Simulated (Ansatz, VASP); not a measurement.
**One calculation of V, two programs**

POSCAR

```
V
1.0
    0.0000000000      1.8963810953      1.8963810953
    1.8963810953      0.0000000000      1.8963810953
    1.8963810953      1.8963810953      0.0000000000
V
1
Direct
    0.0000000000      0.0000000000      0.0000000000
```

The input INCAR.step1:

```
PREC = Accurate ; ENCUT = 600
ISMEAR = 0 ; SIGMA = 0.1
LREAL = False ; LASPH = True
NELM = 150 ; ISPIN = 2
MAGMOM = 0.13 ; LMAXMIX = 4
GGA = PE ; ALGO = Normal
EDIFF = 1E-4 ; LWAVE = True
LCHARG = False
```

File INCAR.step2:

```
PREC = Accurate ; ENCUT = 600
EDIFF = 1E-6 ; ISMEAR = 0
SIGMA = 0.1 ; LREAL = False
LASPH = True ; NELM = 150
ALGO = Normal ; ISIF = 3
LWAVE = False ; LCHARG = False
ISPIN = 2 ; MAGMOM = 0.13
LORBIT = 11 ; LMAXMIX = 4
METAGGA = R2SCAN ; LMIXTAU = True
IBRION = 2 ; NSW = 100
EDIFFG = -0.005 ; ISTART = 1
```

File KPOINTS:

```
regular mesh
0
Gamma
  18 18 18
```

Input for Ansatz:

```yaml
crystal:
  lattice:
    - [0.0, 1.8963810953, 1.8963810953]
    - [1.8963810953, 0.0, 1.8963810953]
    - [1.8963810953, 1.8963810953, 0.0]
  atoms:
    - { symbol: V, position: [0.0, 0.0, 0.0], spin: 0.13 }
basis:
  ecutwfc: 500
kpoints:
  mp_grid: { grid: [18, 18, 18] }
hamiltonian:
  xc: r2scan
scf:
  occupations: { method: gaussian, width: 0.1 }
output:
  forces: true
  stress: true
  eigenvalues: true
  populations: true
magnetization:
  spin_polarized: true
relax:
  adjacent_minimum: "off"
  f_tol: 0.005
  max_steps: 80
  cell: { stress_tol: 0.05 }
```

Alike in both runs: task relaxation of cell and atoms; functional r2SCAN; k mesh 18 × 18 × 18; occupations gaussian, width 0.1 eV; collinear spin.

```csv
,VASP,Ansatz
version,VASP 6.6.1,Ansatz 0.2.0
potentials or method,"VASP PAW PBE potentials, release 64 (V_sv), cutoff 600 eV","scalar-relativistic, plane waves, PAW"
valence electrons in the cell,13,13
```

|  | VASP | Ansatz | Ansatz less VASP |
| --- | --- | --- | --- |
| gap on the k mesh at the Fermi level, each at its own relaxed structure (eV) | none | none | - |
| net moment per atom (μB) | 0.00 | 0.00 | 0.000 |
| relaxed volume (Å³/atom) | 13.76 | 13.73 | -0.039 |
| relaxed length of the cell vector where the two differ most in proportion (Å) | 2.690 | 2.688 | -0.0025 |

VASP's potentials were made for PBE, not for r2SCAN. A gap of «none» marks a metal or a gap that the smearing closes. Ansatz's warnings: seeded moment not kept.
